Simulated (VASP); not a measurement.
# SnO2 (I4_1/amd) in VASP: further runs

Runs on SnO2. Level: PBEsol. Tasks: single point.

Program: VASP 6.6.1. These are calculated values, not measurements. Logs are shortened: lines on timing, memory, paths and dates and some standing lists are left out, and cuts for length are marked.

## Step 1: The cell of the first run

Symmetry: I4_1/amd, No. 141, tetragonal system. The conventional cell has a = 4.000 Å, b = 4.000 Å, c = 10.247 Å, α = 90.00°, β = 90.00°, γ = 90.00°. Sn (site symmetry -4m2) has 6 O at 2.06 to 2.09 Å within 2.7 Å. O (site symmetry 2mm) has 3 Sn at 2.06 to 2.09 Å and 2 O at 2.57 Å within 2.7 Å.

## Step 2: Single point, PBEsol

The input, INCAR:

```
SYSTEM = SnO2
PREC = Accurate
ENCUT = 520
EDIFF = 1E-6
ISMEAR = 0
SIGMA = 0.01
LREAL = .FALSE.
LASPH = .TRUE.
NELM = 100
ALGO = Normal
ISIF = 2
LWAVE = .FALSE.
LCHARG = .FALSE.
GGA = PS
NBANDS = 35
```

The input, KPOINTS:

```
regular mesh
0
G
  4 4 4
  0 0 0
```

The input, POSCAR:

```
SnO2
1.0
   -2.0000690000      2.0000690000      5.1236790000
    2.0000690000     -2.0000690000      5.1236790000
    2.0000690000      2.0000690000     -5.1236790000
Sn O
2 4
Direct
    0.7500000000      0.2500000000      0.5000000000
    0.0000000000      0.0000000000      0.0000000000
    0.7965230000      0.7965230000      0.0000000000
    0.9534770000      0.4534770000      0.5000000000
    0.2034770000      0.2034770000      0.0000000000
    0.5465230000      0.0465230000      0.5000000000
```

Potentials or basis: VASP PAW PBE potentials, release 64 (Sn_d, O).

Command:

```console
$ cat potpaw_PBE.64/Sn_d/POTCAR potpaw_PBE.64/O/POTCAR > POTCAR
$ mpirun -np 1 vasp_std > vasp.out
```

OUTCAR:

```text
SYSTEM = SnO2
   PREC = Accurate
   ENCUT = 520
   EDIFF = 1E-6
   ISMEAR = 0
   LREAL = .FALSE.
   LASPH = .TRUE.
   NELM = 100
   ISIF = 2
   GGA = PS

 ion  position               nearest neighbor table
   1  0.750  0.250  0.500-   3 2.06   5 2.06   3 2.06   5 2.06   4 2.09   6 2.09   2 3.25   2 3.25
                             2 3.25   2 3.25
   2  0.000  0.000  0.000-   6 2.06   4 2.06   6 2.06   4 2.06   3 2.09   5 2.09   1 3.25   1 3.25
                             1 3.25   1 3.25
   3  0.797  0.797  0.000-   1 2.06   1 2.06   2 2.09
   4  0.953  0.453  0.500-   2 2.06   2 2.06   1 2.09
   5  0.203  0.203  0.000-   1 2.06   1 2.06   2 2.09
   6  0.547  0.047  0.500-   2 2.06   2 2.06   1 2.09

  LATTYP: Found a body centered tetragonal cell.
 ALAT       =     4.0001380000
 C/A-ratio  =     2.5617511196

  Lattice vectors:

 A1 = (  -2.0000690000,   2.0000690000,   5.1236790000)
 A2 = (   2.0000690000,  -2.0000690000,   5.1236790000)
 A3 = (   2.0000690000,   2.0000690000,  -5.1236790000)

Analysis of symmetry for initial positions (statically):
=====================================================================
 Subroutine PRICEL returns:
 Original cell was already a primitive cell.

 Routine SETGRP: Setting up the symmetry group for a
 body centered tetragonal supercell.

 Subroutine GETGRP returns: Found 16 space group operations
 (whereof  8 operations were pure point group operations)
 out of a pool of 16 trial point group operations.

The static configuration has the point symmetry D_2d.
 The point group associated with its full space group is D_4h.

Analysis of symmetry for dynamics (positions and initial velocities):
=====================================================================
 Subroutine PRICEL returns:
 Original cell was already a primitive cell.

 Routine SETGRP: Setting up the symmetry group for a
 body centered tetragonal supercell.

 Subroutine GETGRP returns: Found 16 space group operations
 (whereof  8 operations were pure point group operations)
 out of a pool of 16 trial point group operations.

The dynamic configuration has the point symmetry D_2d.
 The point group associated with its full space group is D_4h.

 Subroutine INISYM returns: Found 16 space group operations
 (whereof  8 operations are pure point group operations),
 and found     1 'primitive' translations

----------------------------------------------------------------------------------------
[... 92 lines left out ...]
   NSW    =      0    number of steps for IOM
   IBRION =     -1    ionic relax: 0-MD 1-quasi-New 2-CG
   NFREE  =      0    steps in history (QN), initial steepest desc. (CG)
   ISIF   =      2    stress and relaxation
   ISYM   =      2    0-nonsym 1-usesym 2-fastsym
   POTIM  = 0.5000    time-step for ionic-motion
   TEBEG  =    0.0;   TEEND  =   0.0 temperature during run
   PSTRESS=    0.0 pullay stress
   NELECT =      52.0000    total number of electrons
   NUPDOWN=      -1.0000    fix difference up-down
   EMIN   =  10.00;   EMAX   =-10.00  energy-range for DOS
   EFERMI =   0.00;   METHOD = LEGACY
   ISMEAR =     0;   SIGMA  =   0.01  broadening in eV -4-tet -1-fermi 0-gaus
   EFERMI_NEDOS =   21; number of points for ismear=-14 and -15
   IALGO  =     38    algorithm
   IMIX   =      4    mixing-type and parameters
     AMIX     =   0.40;   BMIX     =  1.00
     AMIX_MAG =   1.60;   BMIX_MAG =  1.00
  volume/ion in A,a.u.               =      13.66        92.21
  Fermi-wavevector in a.u.,A,eV,Ry     =   1.406583  2.658056 26.918792  1.978475
  Thomas-Fermi vector in A             =   2.528929
   LORBIT       =      0    0 simple, 1 ext, 2 COOP (PROOUT), +10 PAW based schemes
   GGA     = PS    functional components
   LHFCALC =     F    Hartree Fock is set to
   AEXX    =    0.0000 exact exchange contribution
   IVDW    =     0    specifies the selected vdW correction
   LEPSILON=     F    determine dielectric tensor
   LRPA    =     F    only Hartree local field effects (RPA)
 non-spin polarized calculation
 Gauss-broadening in eV      SIGMA  =   0.01
  energy-cutoff  :      520.00
  volume of cell :       81.98
 maximum number of plane-waves:      2244
 NGX is ok and might be reduce to    48
   NGX = 21   NGY = 21   NGZ = 21

 number of electron      52.0000007 magnetization

 Free energy of the ion-electron system (eV)
  ---------------------------------------------------
  ext. energy  EPLUGINS =         0.00000000
  ---------------------------------------------------
  free energy    TOTEN  =       -39.21731733 eV

  energy without entropy =      -39.21731733  energy(sigma->0) =      -39.21731733

 E-fermi :   3.9878     XC(G=0): -10.5524

 val. band max:        3.9248494845   @ k =   0.2500   0.2500   0.2500
 cond. band min:       5.4799573342   @ k =   0.0000   0.0000   0.0000
 fundamental gap:      1.5551078497
 Fermi energy:         3.9878171648

 k-point     1 :       0.0000    0.0000    0.0000
  band No.  band energies     occupation
      1     -16.3970      2.00000
      2     -16.3866      2.00000
      3     -16.2477      2.00000
      4     -15.6696      2.00000
      5     -15.5712      2.00000
      6     -15.5712      2.00000
[... 483 lines left out ...]
     34      16.0590      0.00000
     35      17.2783      0.00000

------------------------ aborting loop because EDIFF is reached ----------------------------------------

  FORCE on cell =-STRESS in cart. coord.  units (eV):
  Direction    XX          YY          ZZ          XY          YZ          ZX
  --------------------------------------------------------------------------------------
  -------------------------------------------------------------------------------------
  Total        0.7892044      0.7892044      0.3265800      0.0000000      0.0000000      0.0000000
  in kB       15.4229774     15.4229774      6.3821699      0.0000000      0.0000000      0.0000000
  external PRESSURE =      12.4093749 kB  Pullay stress =       0.0000000 kB

 VOLUME and BASIS-vectors are now :
 -----------------------------------------------------------------------------
  energy-cutoff  :      520.00
  volume of cell :       81.98
      direct lattice vectors                 reciprocal lattice vectors
    -2.000069000  2.000069000  5.123679000     0.000000000  0.249991375  0.097586129
     2.000069000 -2.000069000  5.123679000     0.249991375  0.000000000  0.097586129
     2.000069000  2.000069000 -5.123679000     0.249991375  0.249991375  0.000000000

 POSITION                                       TOTAL-FORCE (eV/Angst)
 -----------------------------------------------------------------------------------
      0.00000      2.00007      2.56184        -0.000000     -0.000000     -0.000000
      0.00000      0.00000      0.00000        -0.000000     -0.000000     -0.000000
      0.00000      0.00000      8.16226         0.000000     -0.000000      0.056724
      0.00000      2.00007      4.64694        -0.000000      0.000000     -0.056724
      0.00000      0.00000      2.08510         0.000000     -0.000000     -0.056724
      0.00000      2.00007      0.47674        -0.000000      0.000000      0.056724
 -----------------------------------------------------------------------------------
    total drift:                                0.000000     -0.000000      0.000000

  FREE ENERGIE OF THE ION-ELECTRON SYSTEM (eV)
  ---------------------------------------------------
  free  energy   TOTEN  =       -39.2173173256 eV

  energy  without entropy=      -39.2173173256  energy(sigma->0) =      -39.21731733
```

OSZICAR:

```text
N       E                     dE             d eps       ncg     rms          rms(c)
DAV:   1     0.641676557124E+03    0.64168E+03   -0.25699E+04   989   0.223E+03
DAV:   2     0.585014682957E+02   -0.58318E+03   -0.55159E+03   998   0.606E+02
DAV:   3    -0.394368889777E+02   -0.97938E+02   -0.96472E+02   975   0.209E+02
DAV:   4    -0.447436566413E+02   -0.53068E+01   -0.52628E+01  1145   0.534E+01
DAV:   5    -0.448911008714E+02   -0.14744E+00   -0.14718E+00  1110   0.924E+00    0.151E+01
DAV:   6    -0.391821126548E+02    0.57090E+01   -0.16139E+01  1471   0.642E+01    0.605E+00
DAV:   7    -0.392668939766E+02   -0.84781E-01   -0.20220E+00  1006   0.764E+00    0.321E+00
DAV:   8    -0.392281135940E+02    0.38780E-01   -0.21914E-01  1368   0.442E+00    0.759E-01
DAV:   9    -0.392162557363E+02    0.11858E-01   -0.47721E-02  1454   0.348E+00    0.135E-01
DAV:  10    -0.392171943172E+02   -0.93858E-03   -0.46053E-03  1277   0.686E-01    0.483E-02
DAV:  11    -0.392173095683E+02   -0.11525E-03   -0.39607E-04  1342   0.197E-01    0.184E-02
DAV:  12    -0.392173212833E+02   -0.11715E-04   -0.50114E-05  1192   0.421E-02    0.177E-02
DAV:  13    -0.392173171732E+02    0.41101E-05   -0.23533E-05  1309   0.698E-02    0.319E-03
DAV:  14    -0.392173173256E+02   -0.15243E-06   -0.17313E-06   766   0.136E-02
   1 F= -.39217317E+02 E0= -.39217317E+02  d E =-.212676E-20
```

stdout:

```text
POSCAR found type information on POSCAR SnO
 POSCAR found :  2 types and       6 ions
 scaLAPACK will be used
 -----------------------------------------------------------------------------
|                                                                             |
|                                                                             |
|     You enforced a specific xc type in the INCAR file but a different       |
|     I HOPE YOU KNOW WHAT YOU ARE DOING!                                     |
|                                                                             |
 -----------------------------------------------------------------------------

 LDA part: xc-table for (Slater+PW92), standard interpolation
 POSCAR, INCAR and KPOINTS ok, starting setup
 FFT: planning ... GRIDC
 FFT: planning ... GRID_SOFT
 FFT: planning ... GRID
 WAVECAR not read
 entering main loop
```

It took 89 s on 1 thread of Intel Xeon 6975P-C, shared host; peak memory 0.32 GiB.

What came out:

| Property | Result |
| --- | --- |
| Free energy | -39.2173 eV |
| Pressure | 1.2 GPa |
| Largest force | 0.057 eV/Å |
| Band gap on the k mesh | 1.56 eV, indirect (least direct gap 1.94 eV) |

Forces on the atoms (eV/Å):
```
Sn   0.000  0.000  0.000
Sn   0.000  0.000  0.000
O    0.000  0.000  0.057
O    0.000  0.000 -0.057
O    0.000  0.000 -0.057
O    0.000  0.000  0.057
```

Stress tensor (GPa, compression positive):
```
1.54 0.00 0.00
0.00 1.54 0.00
0.00 0.00 0.64
```

Levels at points of the mesh, in eV from the valence-band top:
```csv
k point,band 22,band 23,band 24,band 25,band 26,band 27,band 28,band 29,band 30,band 31
"(0.00, 0.00, 0.00)",-1.05,-0.67,-0.67,-0.38,-0.38,1.56,5.49,9.23,9.67,9.77
"(0.50, 0.00, 0.00)",-1.12,-0.78,-0.76,-0.58,-0.39,4.90,6.15,7.83,8.53,9.90
"(0.50, 0.50, 0.00)",-0.90,-0.82,-0.82,-0.05,-0.05,7.27,7.27,7.56,7.56,8.58
"(0.50, 0.50, 0.50)",-2.78,-1.02,-1.02,-0.28,-0.28,4.19,4.19,7.56,7.56,11.88
```

Caveat: the k points lie up to 0.56 Å⁻¹ apart; the PAW data sets were made with another functional, which shifts forces and pressure a little; spin-orbit coupling is left out, which moves the levels of the heavy elements. A k mesh can miss the band edges.

## Step 3: Single point, PBEsol

The input, INCAR:

```
PREC     = Accurate       # precision mode
ENCUT    = 520            # plane-wave cutoff, eV
EDIFF    = 1E-6           # SCF threshold, eV
ISMEAR   = 0              # smearing method
SIGMA    = 0.01           # smearing width, eV
LREAL    = F              # projectors in reciprocal space
LASPH    = T              # aspherical terms in the spheres
NELM     = 60             # most SCF steps
ALGO     = Normal         # electronic algorithm
ISIF     = 2              # what is computed and relaxed
LWAVE    = F              # write WAVECAR
LCHARG   = T              # write CHGCAR
GGA      = PS             # functional
LELF     = T              # ELF
LVHAR    = T            
NBANDS   = 35             # bands
```

The input, KPOINTS:

```
regular mesh
0
Gamma
  6 6 6
```

POSCAR is that of step 2.

Potentials or basis: VASP PAW PBE potentials, release 64 (Sn_d, O).

Command:

```console
$ cat potpaw_PBE.64/Sn_d/POTCAR potpaw_PBE.64/O/POTCAR > POTCAR
$ mpirun -np 1 vasp_std > vasp.out
```

OUTCAR:

```text
PREC = Accurate
   ENCUT = 520
   EDIFF = 1E-6
   ISMEAR = 0
   LREAL = F
   LASPH = T
   NELM = 60
   ISIF = 2
   GGA = PS

 ion  position               nearest neighbor table
   1  0.750  0.250  0.500-   3 2.06   5 2.06   3 2.06   5 2.06   4 2.09   6 2.09   2 3.25   2 3.25
                             2 3.25   2 3.25
   2  0.000  0.000  0.000-   6 2.06   4 2.06   6 2.06   4 2.06   3 2.09   5 2.09   1 3.25   1 3.25
                             1 3.25   1 3.25
   3  0.797  0.797  0.000-   1 2.06   1 2.06   2 2.09
   4  0.953  0.453  0.500-   2 2.06   2 2.06   1 2.09
   5  0.203  0.203  0.000-   1 2.06   1 2.06   2 2.09
   6  0.547  0.047  0.500-   2 2.06   2 2.06   1 2.09

  LATTYP: Found a body centered tetragonal cell.
 ALAT       =     4.0001380000
 C/A-ratio  =     2.5617511196

  Lattice vectors:

 A1 = (  -2.0000690000,   2.0000690000,   5.1236790000)
 A2 = (   2.0000690000,  -2.0000690000,   5.1236790000)
 A3 = (   2.0000690000,   2.0000690000,  -5.1236790000)

Analysis of symmetry for initial positions (statically):
=====================================================================
[... 187 lines left out ...]
 fundamental gap:      1.5665594669
 Fermi energy:         3.9849354871

 k-point     1 :       0.0000    0.0000    0.0000
  band No.  band energies     occupation
      1     -16.3968      2.00000
      2     -16.3864      2.00000
      3     -16.2474      2.00000
      4     -15.6692      2.00000
      5     -15.5707      2.00000
      6     -15.5707      2.00000
[... 901 lines left out ...]
     34      15.7906      0.00000
     35      15.8167      0.00000

 [... further k-points ...]

------------------------ aborting loop because EDIFF is reached ----------------------------------------

  FORCE on cell =-STRESS in cart. coord.  units (eV):
  Direction    XX          YY          ZZ          XY          YZ          ZX
  --------------------------------------------------------------------------------------
  -------------------------------------------------------------------------------------
  Total        0.7946218      0.7946218      0.3393904      0.0000000     -0.0000000      0.0000000
  in kB       15.5288473     15.5288473      6.6325159      0.0000000     -0.0000000      0.0000000
  external PRESSURE =      12.5634035 kB  Pullay stress =       0.0000000 kB

 VOLUME and BASIS-vectors are now :
 -----------------------------------------------------------------------------
  energy-cutoff  :      520.00
  volume of cell :       81.98
      direct lattice vectors                 reciprocal lattice vectors
    -2.000069000  2.000069000  5.123679000     0.000000000  0.249991375  0.097586129
     2.000069000 -2.000069000  5.123679000     0.249991375  0.000000000  0.097586129
     2.000069000  2.000069000 -5.123679000     0.249991375  0.249991375  0.000000000

 POSITION                                       TOTAL-FORCE (eV/Angst)
 -----------------------------------------------------------------------------------
      0.00000      2.00007      2.56184        -0.000000     -0.000000     -0.000000
      0.00000      0.00000      0.00000        -0.000000     -0.000000     -0.000000
      0.00000      0.00000      8.16226         0.000000      0.000000      0.056174
      0.00000      2.00007      4.64694         0.000000      0.000000     -0.056174
      0.00000      0.00000      2.08510        -0.000000     -0.000000     -0.056174
      0.00000      2.00007      0.47674         0.000000      0.000000      0.056174
 -----------------------------------------------------------------------------------
    total drift:                                0.000000     -0.000000      0.000000

  FREE ENERGIE OF THE ION-ELECTRON SYSTEM (eV)
  ---------------------------------------------------
  free  energy   TOTEN  =       -39.2187827355 eV

  energy  without entropy=      -39.2187827355  energy(sigma->0) =      -39.21878274
```

stdout:

```text
POSCAR found type information on POSCAR SnO
 POSCAR found :  2 types and       6 ions
 scaLAPACK will be used
 -----------------------------------------------------------------------------
|                                                                             |
|                                                                             |
|     You enforced a specific xc type in the INCAR file but a different       |
|     I HOPE YOU KNOW WHAT YOU ARE DOING!                                     |
|                                                                             |
 -----------------------------------------------------------------------------

 LDA part: xc-table for (Slater+PW92), standard interpolation
 POSCAR, INCAR and KPOINTS ok, starting setup
 FFT: planning ... GRIDC
 FFT: planning ... GRID_SOFT
 FFT: planning ... GRID
 WAVECAR not read
 entering main loop
```

Wall time 3.2 min (1 thread of Intel Xeon 6975P-C, shared host); peak memory 0.34 GiB.

Results:

```
Free energy            : -39.2188 eV
Pressure               : 1.3 GPa
Largest force          : 0.056 eV/Å
Band gap on the k mesh : 1.57 eV, indirect (least direct gap 1.94 eV)
```

Forces on the atoms (eV/Å):
```
Sn   0.000  0.000  0.000
Sn   0.000  0.000  0.000
O    0.000  0.000  0.056
O    0.000  0.000 -0.056
O    0.000  0.000 -0.056
O    0.000  0.000  0.056
```

Caveat: the PAW data sets were made with another functional, which shifts forces and pressure a little; spin-orbit coupling is left out, which moves the levels of the heavy elements. A k mesh can miss the band edges.

(Continued in part 2 of 2.)
